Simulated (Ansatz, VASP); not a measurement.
W: VASP beside Ansatz

INCAR

```
SYSTEM = W
PREC = Accurate
ENCUT = 520
EDIFF = 1E-6
ISMEAR = -1
SIGMA = 0.1
LREAL = .False.
LASPH = .True.
NELM = 80
ALGO = Normal
ISIF = 2
LWAVE = .False.
LCHARG = .False.
GGA = RE
NBANDS = 28
```

KPOINTS

```
Automatic mesh
0
Gamma
  9 9 13
  0 0 0
```

The input POSCAR:

```
W
1.0
    4.6379228598      0.0000000000      0.0000000000
   -2.3189614299      4.0165590174      0.0000000000
    0.0000000000      0.0000000000      2.5825405086
W
3
Direct
    0.0000000000      1.0000000000      0.0000000000
    0.3333333333      0.6666666667      0.5000000000
    0.6666666667      0.3333333333      0.5000000000
```

Input for Ansatz:

```yaml
crystal:
  lattice:
    - [4.6379228598, 0.0, 0.0]
    - [-2.3189614299, 4.0165590174, 0.0]
    - [0.0, 0.0, 2.5825405086]
  atoms:
    - { symbol: W, position: [0.0, 1.0, 0.0] }
    - { symbol: W, position: [0.3333333333, 0.6666666667, 0.5] }
    - { symbol: W, position: [0.6666666667, 0.3333333333, 0.5] }
hamiltonian:
  xc: revpbe
  pseudopotentials:
    kind: paw
    azcp:
      W: "pseudopotentials/W.paw.azcp"
basis:
  ecutwfc: 420
  fft_grid_basis: typed
kpoints:
  mp_grid: { grid: [9, 9, 13], shift: [0, 0, 0] }
magnetization:
  spin_polarized: false
scf:
  occupations: { method: fermi_dirac, width: 0.1 }
  lower_state_search: "off"
output:
  stress: true
  write_density: true
  write_potential: true
  elf: true
  volumetric_format: npy
```

Alike in both runs: task single point; functional revPBE; k mesh 9 × 9 × 13; occupations fermi-dirac, width 0.1 eV; no spin polarisation.

```csv
,VASP,Ansatz
version,VASP 6.6.1,Ansatz 0.2.0
potentials or method,"VASP PAW PBE potentials, release 64 (W_sv), cutoff 520 eV","plane waves (420 eV) with PAW, scalar-relativistic"
valence electrons in the cell,42,42
```

|  | VASP | Ansatz | Ansatz less VASP |
| --- | --- | --- | --- |
| pressure (GPa) | 12.8 | 12.1 | -0.70 |
| traceless stress, the component that is largest in VASP (GPa) | 0.44 | 0.07 | -0.371 |

VASP's potentials were made for PBE, not for revPBE.

Spin-orbit coupling is off throughout.
